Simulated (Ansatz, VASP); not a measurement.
One calculation of GaSi48H25C3, two programs

```xyz
77
Lattice="7.6806 7.6806 0.0000 -7.6806 7.6806 0.0000 0.0000 0.0000 23.4276" Properties=species:S:1:pos:R:3 pbc="T T T"
Si    2.9989    7.6473    9.5455
Si    1.0607   11.4882    9.6231
Si   -6.7425    7.7088    9.5532
Si    0.8228    3.8346   10.1148
Si    3.3049   11.5409   10.2995
Si   -4.4178    7.6964    9.9923
Si    3.2576    3.7649   10.4009
Si    0.7466    7.6445   10.0012
Si    3.7615    9.7300    8.8289
Si    0.0536   13.4184    8.7727
Si    0.0900    2.0264    8.7788
Si    0.1156    5.7095    8.8444
Si   -3.9275    5.6875    8.8399
Si   -3.9634    9.7050    8.8418
Si    3.7429    5.5496    8.9002
Si    0.0646    9.5298    8.8258
Si   -1.9264    1.9318    7.5639
Si   -5.6949    5.7826    7.3101
Si    1.9590    1.9328    7.3155
Si    1.9245    5.7432    7.3744
Si   -1.9064    5.7470    7.6151
Si   -1.9553    9.6116    7.5972
Si    5.7018    5.7330    7.5723
Si    1.9320    9.6127    7.3388
Si    5.7370    7.6714    6.1968
Si    1.9283   11.5336    6.0140
Si   -5.7648    7.7001    6.0090
Si    1.9274    3.8517    6.0097
Si   -1.9098    3.8504    6.1785
Si   -1.9281    7.6772    6.2141
Si   -1.9081   11.5099    6.1743
Si    1.8974    7.6635    6.0576
Si    3.8446    7.6798    4.7577
Si   -0.0237   11.5223    4.7389
Si   -0.0489   -0.0020    4.7524
Si   -0.0245    3.8442    4.7393
Si   -3.7988    3.8455    4.7391
Si   -3.8054    7.6808    4.7469
Si    3.8795    3.8348    4.7365
Si   -0.0436    7.6775    4.7605
Si    3.8403    9.6007    3.4089
Si    0.0000   13.4410    3.4089
Si    0.0000    1.9201    3.4089
Si    0.0000    5.7604    3.4089
Si   -3.8403    5.7604    3.4089
Si   -3.8403    9.6007    3.4089
Si    3.8403    5.7604    3.4089
Si    0.0000    9.6007    3.4089
H     5.0174    9.6007    2.5000
H     2.6632    9.6007    2.5000
H     1.1771   13.4410    2.5000
H    -1.1771   13.4410    2.5000
H     1.1771    1.9201    2.5000
H    -1.1771    1.9201    2.5000
H     1.1771    5.7604    2.5000
H    -1.1771    5.7604    2.5000
H    -2.6632    5.7604    2.5000
H    -5.0174    5.7604    2.5000
H    -2.6632    9.6007    2.5000
H    -5.0174    9.6007    2.5000
H     5.0174    5.7604    2.5000
H     2.6632    5.7604    2.5000
H     1.1771    9.6007    2.5000
H    -1.1771    9.6007    2.5000
H    -6.0421    7.5907   13.5662
H    -4.7041    7.1982   14.6891
H    -5.2116    6.0295   13.4309
H    -1.7499    8.5448   13.7415
H    -1.2809    8.2789   12.0338
H    -2.1568    9.7552   12.4839
H     0.1713    4.6780   12.3728
H    -1.1697    3.7583   11.6347
H     0.2148    2.8983   12.3657
Ga   -3.8084    7.8472   12.3375
C    -5.0649    7.0957   13.6586
C    -2.0614    8.6808   12.6987
C    -0.0805    3.7835   11.7870
```

Alike in both runs: task single point; functional revPBE; dispersion D3(BJ); k mesh 1 × 1 × 1; occupations gaussian, width 0.03 eV; no spin polarisation.

|  | VASP | Ansatz |
| --- | --- | --- |
| version | VASP 6.6.1 | Ansatz 0.2.0 |
| potentials or method | VASP PAW PBE potentials, release 64 (Si, H, Ga_d, C) | scalar-relativistic, plane waves, PAW |
| plane-wave cutoff (eV) | 520 | 420 |
| valence electrons in the cell | 242 | 242 |

Ansatz gave:

| Item | Value |
| --- | --- |
| rms of the force components (eV/Å) | 0.101 |

Task: What did VASP give for the same quantities?

Result: rms of the force components (eV/Å): 0.103.

VASP's potentials were made for PBE, not for revPBE. Ansatz's warnings: dispersion switch in reach.
